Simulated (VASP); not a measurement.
Runs of VASP 6.6.1 on Y. The structure is that of space group Im-3m (No. 229), or close to it. The cells are those of the table. This isn't the form of Y at room conditions, which is hcp.

```tsv
task	cell	gap on the mesh (eV)	pressure (GPa)	relaxed volume (Å³/atom)
relaxation of cell and atoms	relaxed from a = 3.446 Å, angles 70.5, 109.5, 70.5°, 1 atom	none	0.0	31.41
relaxation of cell and atoms	relaxed from a = 3.499 Å, angles 70.5, 109.5, 70.5°, 1 atom	none	0.0	31.43
single point	a = 3.446 Å, angles 70.5, 109.5, 70.5°, 1 atom	none	(a)	-
single point	a = 3.464 Å, angles 70.5, 109.5, 70.5°, 1 atom	none	-0.7	-
```

Alike in all rows: level PBEsol; potentials or basis VASP PAW PBE potentials, release 64 (Y_sv); no spin polarisation; k mesh 8 × 8 × 8; cutoff (eV) 500; smearing fermi-dirac 0.1 eV.

Fill in the values left out.

(a) -0.1.

Caveats: the PAW data sets were made with another functional, which shifts forces and pressure a little.

A k mesh can miss the band edges, and the runs leave out spin-orbit coupling on Y.

A gap of «none» marks levels without a gap at the run's occupations.
